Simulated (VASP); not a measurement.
Pb, 5 atoms in the cell. The cell holds a slab with vacuum, 5 atoms: a = 3.565 Å, b = 3.565 Å, c = 25.084 Å, α = 90.00°, β = 90.00°, γ = 90.00°. 

```yaml
Program: VASP 6.6.1
Task: single point
Functional: PBE
Potentials_or_basis: VASP PAW PBE potentials, release 64 (Pb_d)
Cutoff: 520 eV
k_mesh: 10 × 10 × 1
Occupations: gaussian, width 0.1 eV
Spin: no spin polarisation
Dipole_correction: yes
Further_INCAR_settings: ALGO = Fast; EDIFF = 1e-07; NBANDS = 43
```

Potentials or basis: VASP PAW PBE potentials, release 64 (Pb_d).

Command:

```bash
$ cat potpaw_PBE.64/Pb_d/POTCAR > POTCAR
$ mpirun -np 1 vasp_std > vasp.out
```

Hardware: 1 thread of Intel(R) Xeon(R) 6975P-C (Granite Rapids) (shared host).

Question: How long does it take, and how much memory?

Answer: Wall time 4.8 min on 1 thread of Intel(R) Xeon(R) 6975P-C (Granite Rapids), with other jobs on the host, peak memory 0.49 GiB. Counts: scf iterations 22, k points 21.
